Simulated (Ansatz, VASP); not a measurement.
## Two plane-wave programs on ZrAl2N3

```xyz
6
Lattice="-1.5358 1.5358 6.4242 1.5358 -1.5358 6.4242 1.5358 1.5358 -6.4242" Properties=species:S:1:pos:R:3 pbc="T T T"
Zr    0.0000    0.0000    6.4242
Al    0.0000    0.0000   10.6391
Al    0.0000    0.0000    2.2094
N     0.0000    0.0000    8.6878
N     0.0000    0.0000    4.1607
N     0.0000    0.0000    0.0000
```

Alike in both runs: task single point; functional PBE; k mesh 8 × 8 × 8; occupations gaussian, width 0.1 eV; collinear spin.

|  | VASP | Ansatz |
| --- | --- | --- |
| version | VASP 6.6.1 | Ansatz 0.2.0 |
| potentials or method | VASP PAW PBE potentials, release 64 (Zr_sv, Al, N), cutoff 520 eV | scalar-relativistic, plane waves, PAW |
| valence electrons in the cell | 33 | 33 |

VASP gave:

* gap on the k mesh at the Fermi level (eV): none
* pressure (GPa): 0.0
* traceless stress, the component that is largest in VASP (GPa): -0.24
* rms of the force components (eV/Å): 0.005
* net moment per atom (μB): 0.00

Problem. What did Ansatz give for the same quantities?

Solution. gap on the k mesh at the Fermi level (eV): none; pressure (GPa): 0.0; traceless stress, the component that is largest in VASP (GPa): -0.18; rms of the force components (eV/Å): 0.006; net moment per atom (μB): 0.00.

Atom by atom the forces differ by 0.002 eV/Å (rms over components). A gap of «none» marks a metal or a gap that the smearing closes. Ansatz's warnings: seeded moment not kept.

The k mesh is coarse, so the values compare programs but aren't converged.
